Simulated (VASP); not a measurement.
# PtSe2 (P-3m1) in VASP: settings compared, part 2 of 2

VASP 6.6.1.

## (4) Single point, r2SCAN (volume scaled by 0.980)

POSCAR reads:

```
PtSe2
1.0
    3.7170163843      0.0000000000      0.0000000000
   -1.8585081921      3.2190306151      0.0000000000
    0.0000000000      0.0000000000      5.7118533238
Pt Se
1 2
Direct
    0.0000000000      0.0000000000      0.0000000000
    0.3333333333      0.6666666667      0.2293606486
    0.6666666667      0.3333333333      0.7706393514
```

INCAR.step1 reads:

```
PREC     = Accurate       # precision mode
ENCUT    = 520            # plane-wave cutoff, eV
ISMEAR   = 0              # smearing method
SIGMA    = 0.05           # smearing width, eV
LREAL    = F              # projectors in reciprocal space
LASPH    = T              # aspherical terms in the spheres
NELM     = 100            # most SCF steps
NBANDS   = 18             # bands
GGA      = PE             # functional
ALGO     = Normal         # electronic algorithm
EDIFF    = 1E-4           # SCF threshold, eV
LWAVE    = T              # write WAVECAR
LCHARG   = F              # write CHGCAR
```

INCAR.step2 reads:

```
PREC     = Accurate       # precision mode
ENCUT    = 520            # plane-wave cutoff, eV
EDIFF    = 1E-6           # SCF threshold, eV
ISMEAR   = 0              # smearing method
SIGMA    = 0.05           # smearing width, eV
LREAL    = F              # projectors in reciprocal space
LASPH    = T              # aspherical terms in the spheres
NELM     = 100            # most SCF steps
ALGO     = Normal         # electronic algorithm
ISIF     = 2              # what is computed and relaxed
LWAVE    = F              # write WAVECAR
LCHARG   = F              # write CHGCAR
METAGGA  = R2SCAN         # meta-GGA
LMIXTAU  = T            
NBANDS   = 18             # bands
ISTART   = 1
```

KPOINTS reads:

```
regular mesh
0
Gamma
  8 8 4
```

Potentials or basis: VASP PAW PBE potentials, release 64 (Pt, Se).

Started as:

```bash
> cat potpaw_PBE.64/Pt/POTCAR potpaw_PBE.64/Se/POTCAR > POTCAR
> cp INCAR.step1 INCAR
> mpirun -np 1 vasp_std > vasp.out
> cp INCAR.step2 INCAR
> mpirun -np 1 vasp_std > vasp.out
```

OUTCAR:

```text
PREC = Accurate
   ENCUT = 520
   EDIFF = 1E-6
   ISMEAR = 0
   LREAL = F
   LASPH = T
   NELM = 100
   ISIF = 2
   METAGGA = R2SCAN
   ISTART = 1

 ion  position               nearest neighbor table
   1  0.000  0.000  0.000-   2 2.51   3 2.51   2 2.51   3 2.51   3 2.51   2 2.51
   2  0.333  0.667  0.229-   1 2.51   1 2.51   1 2.51
   3  0.667  0.333  0.771-   1 2.51   1 2.51   1 2.51

  LATTYP: Found a hexagonal cell.
 ALAT       =     3.7170163843
 C/A-ratio  =     1.5366769294

  Lattice vectors:
[... 195 lines left out ...]
      6       0.8749      2.00000
[... 481 lines left out ...]
      5      -0.6991      2.00000
      6      -0.0116      2.00000
[... 10 lines left out ...]
     17      14.0741      0.00000
     18      14.5626      0.00000

 [... further k-points ...]
[... 5 lines left out ...]
  --------------------------------------------------------------------------------------
  -------------------------------------------------------------------------------------
  Total        0.1638812      0.1638812      0.1324025      0.0000000      0.0000000      0.0000000
  in kB        3.8418734      3.8418734      3.1039184      0.0000000      0.0000000      0.0000000
  external PRESSURE =       3.5958884 kB  Pullay stress =       0.0000000 kB

 VOLUME and BASIS-vectors are now :
 -----------------------------------------------------------------------------
  energy-cutoff  :      520.00
  volume of cell :       68.34
      direct lattice vectors                 reciprocal lattice vectors
     3.717016384  0.000000000  0.000000000     0.269032981  0.155326264  0.000000000
    -1.858508192  3.219030615  0.000000000     0.000000000  0.310652529  0.000000000
     0.000000000  0.000000000  5.711853324     0.000000000  0.000000000  0.175074524

 POSITION                                       TOTAL-FORCE (eV/Angst)
 -----------------------------------------------------------------------------------
      0.00000      0.00000      0.00000         0.000000      0.000000      0.000000
     -0.00000      2.14602      1.31007        -0.000000      0.000000      0.010922
      1.85851      1.07301      4.40178         0.000000     -0.000000     -0.010922
 -----------------------------------------------------------------------------------
    total drift:                                0.000000      0.000000     -0.000000

  FREE ENERGIE OF THE ION-ELECTRON SYSTEM (eV)
  ---------------------------------------------------
  free  energy   TOTEN  =       -81.4960234905 eV

  energy  without entropy=      -81.4960234905  energy(sigma->0) =      -81.49602349
```

OSZICAR.step1:

```text
N       E                     dE             d eps       ncg     rms          rms(c)
DAV:   1     0.112126744220E+03    0.11213E+03   -0.98485E+03  1268   0.106E+03
DAV:   2    -0.974341794071E+01   -0.12187E+03   -0.11767E+03  1564   0.207E+02
DAV:   3    -0.150663681798E+02   -0.53230E+01   -0.52925E+01  1554   0.439E+01
DAV:   4    -0.151100885697E+02   -0.43720E-01   -0.43707E-01  1592   0.430E+00
DAV:   5    -0.151106709226E+02   -0.58235E-03   -0.58234E-03  1524   0.468E-01    0.124E+01
DAV:   6    -0.144889802893E+02    0.62169E+00   -0.40457E+00  1320   0.190E+01    0.717E+00
DAV:   7    -0.142936342034E+02    0.19535E+00   -0.79603E-01  1300   0.883E+00    0.367E+00
DAV:   8    -0.142764297022E+02    0.17205E-01   -0.48743E-02  1414   0.159E+00    0.772E-01
DAV:   9    -0.142741986620E+02    0.22310E-02   -0.74727E-03  1406   0.844E-01    0.177E-01
DAV:  10    -0.142744813682E+02   -0.28271E-03   -0.13818E-03  1470   0.230E-01    0.478E-02
DAV:  11    -0.142744824108E+02   -0.10426E-05   -0.54119E-05   818   0.613E-02
   1 F= -.14274482E+02 E0= -.14274482E+02  d E =-.183642E-08
```

Run time: 1.9 min. Hardware: 1 thread of Intel Xeon Platinum 8559C (Emerald Rapids), shared host; peak memory 0.2 GiB.

Results:

```
Free energy            : -81.4960 eV
Pressure               : 0.4 GPa
Largest force          : 0.011 eV/Å
Band gap on the k mesh : 0.53 eV, indirect (least direct gap 0.78 eV)
```

Forces in eV/Å, atoms in the order of the input:
```
Pt   0.000  0.000  0.000
Se   0.000  0.000  0.011
Se   0.000  0.000 -0.011
```

Caveat: the cell differs from its parent crystal (volume scaled by 0.980); the PAW data sets were made with another functional, which shifts forces and pressure a little; spin-orbit coupling is left out, which moves the levels of the heavy elements. A k mesh can miss the band edges.

## (5) Single point, r2SCAN

This run uses another cell than the first one, of 23.25 Å³/atom, 0.913 times its volume.

POSCAR reads:

```
PtSe2
1.0
    3.7166002913      0.0000000000      0.0000000000
   -1.8583001457      3.2186702680      0.0000000000
    0.0000000000      0.0000000000      5.8297268771
Pt Se
1 2
Direct
    0.0000000000      0.0000000000      0.0000000000
    0.3333333333      0.6666666667      0.2249744229
    0.6666666667      0.3333333333      0.7750255771
```

INCAR.step1 reads:

```
SYSTEM = PtSe2
PREC = Accurate
ENCUT = 520
ISMEAR = 0
SIGMA = 0.05
LREAL = .FALSE.
LASPH = .TRUE.
NELM = 60
NBANDS = 18
GGA = PE
ALGO = Normal
EDIFF = 1E-4
LWAVE = .TRUE.
LCHARG = .FALSE.
```

INCAR.step2 reads:

```
SYSTEM = PtSe2
PREC = Accurate
ENCUT = 520
EDIFF = 1E-6
ISMEAR = 0
SIGMA = 0.05
LREAL = .FALSE.
LASPH = .TRUE.
NELM = 60
ALGO = Normal
ISIF = 2
LWAVE = .FALSE.
LCHARG = .TRUE.
METAGGA = R2SCAN
LMIXTAU = .TRUE.
LELF = .TRUE.
LVHAR = .TRUE.
NBANDS = 18
ISTART = 1
```

KPOINTS reads:

```
regular mesh
0
G
  8 8 4
  0 0 0
```

Started as:

```bash
> cat potpaw_PBE.64/Pt/POTCAR potpaw_PBE.64/Se/POTCAR > POTCAR
> cp INCAR.step1 INCAR
> mpirun -np 1 vasp_std > vasp.out
> cp INCAR.step2 INCAR
> mpirun -np 1 vasp_std > vasp.out
```

It took 2.7 min on 1 thread of Intel Xeon Platinum 8559C (Emerald Rapids), shared host; peak memory 0.21 GiB.

It converged, with:

```
Free energy            : -81.4974 eV
Pressure               : 0.1 GPa
Largest force          : 0.010 eV/Å
Band gap on the k mesh : 0.65 eV, indirect (least direct gap 0.87 eV)
```

Forces in eV/Å, atoms in the order of the input:
```
Pt   0.000  0.000  0.000
Se   0.000  0.000  0.010
Se   0.000  0.000 -0.010
```

Levels at points of the mesh, in eV from the valence-band top:
```tsv
k point	band 7	band 8	band 9	band 10	band 11	band 12	band 13	band 14	band 15	band 16
(0.00, 0.00, 0.00)	-3.62	-2.18	-0.59	-0.59	-0.02	2.40	2.40	4.83	5.24	8.37
(0.50, 0.00, 0.00)	-3.08	-2.99	-2.68	-2.62	-2.58	1.60	2.52	5.02	6.42	8.05
(0.00, 0.00, 0.50)	-3.62	-2.14	-1.53	-0.71	-0.71	2.66	2.66	5.60	6.66	8.15
(0.50, 0.00, 0.50)	-3.09	-3.09	-2.75	-2.41	-1.51	2.03	2.13	4.60	5.76	7.54
```

Caveat: the PAW data sets were made with another functional, which shifts forces and pressure a little; spin-orbit coupling is left out, which moves the levels of the heavy elements. r2SCAN opens gaps a little over a GGA but as a rule still falls short of measured ones.

## (6) Overview

| level | cell | k mesh | gap on the mesh (eV) | pressure (GPa) | largest force (eV/Å) |
| --- | --- | --- | --- | --- | --- |
| PBE | a = 3.756, b = 3.756, c = 6.251 Å, angles 90.0, 90.0, 120.0°, 3 atoms | 6 × 6 × 4 | 1.05 | 0.0 | 0.01 |
| r2SCAN | a = 3.719, b = 3.719, c = 5.591 Å, angles 90.0, 90.0, 120.0°, 3 atoms | 8 × 8 × 4 | 0.37 | 0.7 | 0.01 |
| r2SCAN | a = 3.717, b = 3.717, c = 5.712 Å, angles 90.0, 90.0, 120.0°, 3 atoms | 8 × 8 × 4 | 0.53 | 0.4 | 0.01 |
| r2SCAN | a = 3.717, b = 3.717, c = 5.830 Å, angles 90.0, 90.0, 120.0°, 3 atoms | 8 × 8 × 4 | 0.65 | 0.1 | 0.01 |

Alike in all rows: task single point; potentials or basis VASP PAW PBE potentials, release 64 (Pt, Se); no spin polarisation; cutoff (eV) 520; smearing gaussian 0.05 eV.

Caveats: spin-orbit coupling is left out, which moves the levels of the heavy elements; the PAW data sets were made with another functional, which shifts forces and pressure a little (some runs); this functional lacks dispersion, which binds the layers, so the pressure and a relaxed spacing across them are unreliable (some runs).

Absolute energies hang on the potentials; compare differences alone.
